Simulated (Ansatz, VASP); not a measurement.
As: VASP beside Ansatz

File INCAR:

```
SYSTEM = As
ALGO = Normal
DIPOL = 0.5 0.5 0.500
EDIFF = 1E-7
ENCUT = 520
GGA = CA
IDIPOL = 3
ISIF = 2
ISMEAR = 0
LASPH = .TRUE.
LCHARG = .TRUE.
LDIPOL = .TRUE.
LELF = .TRUE.
LREAL = .FALSE.
LVACPOTAV = .TRUE.
LVHAR = .TRUE.
LWAVE = .FALSE.
NBANDS = 12
NELM = 60
PREC = Accurate
SIGMA = 0.02
```

File KPOINTS:

```
k-points
0
G
  9 9 1
  0 0 0
```

The input POSCAR:

```
As
1.0
    3.6330000000      0.0000000000      0.0000000000
   -1.8165000000      3.1462702920      0.0000000000
    0.0000000000      0.0000000000     28.0000000000
As
2
Direct
    0.3333333333      0.6666666667      0.5158571429
    0.6666666667      0.3333333333      0.4841428571
```

Input for Ansatz:

```yaml
crystal:
  lattice:
    - [3.633, 0.0, 0.0]
    - [-1.8165, 3.146270292, 0.0]
    - [0.0, 0.0, 28.0]
  atoms:
    - { symbol: As, position: [0.3333333333, 0.6666666667, 0.5158571429] }
    - { symbol: As, position: [0.6666666667, 0.3333333333, 0.4841428571] }
  periodic: [true, true, false]
basis:
  ecutwfc: 420
kpoints:
  mp_grid: { grid: [9, 9, 1] }
hamiltonian:
  xc: lda
scf:
  occupations: { method: gaussian, width: 0.02 }
output:
  forces: true
  stress: true
  eigenvalues: true
```

Alike in both runs: task single point; functional LDA; k mesh 9 × 9 × 1; occupations gaussian, width 0.02 eV; no spin polarisation.

|  | VASP | Ansatz |
| --- | --- | --- |
| version | VASP 6.6.1 | Ansatz 0.2.0 |
| potentials or method | VASP PAW LDA potentials, release 64 (As), cutoff 520 eV | scalar-relativistic, plane waves, PAW |
| valence electrons in the cell | 10 | 30 |

```csv
,VASP,Ansatz,Ansatz less VASP
gap on the k mesh at the Fermi level (eV),none,none,-
rms of the force components (eV/Å),2.499,2.472,-0.0274
"work function, face that differs most (eV)",4.69,4.70,+0.011
```

LDA's correlation is that of Perdew and Zunger in VASP and of Perdew and Wang (1992) in Ansatz. Atom by atom the forces differ by 0.027 eV/Å (rms over components). A gap of «none» marks a metal or a gap that the smearing closes. VASP's potentials hold 10 valence electrons a cell and Ansatz's 30, so a difference there can come from the potentials and not from the codes.
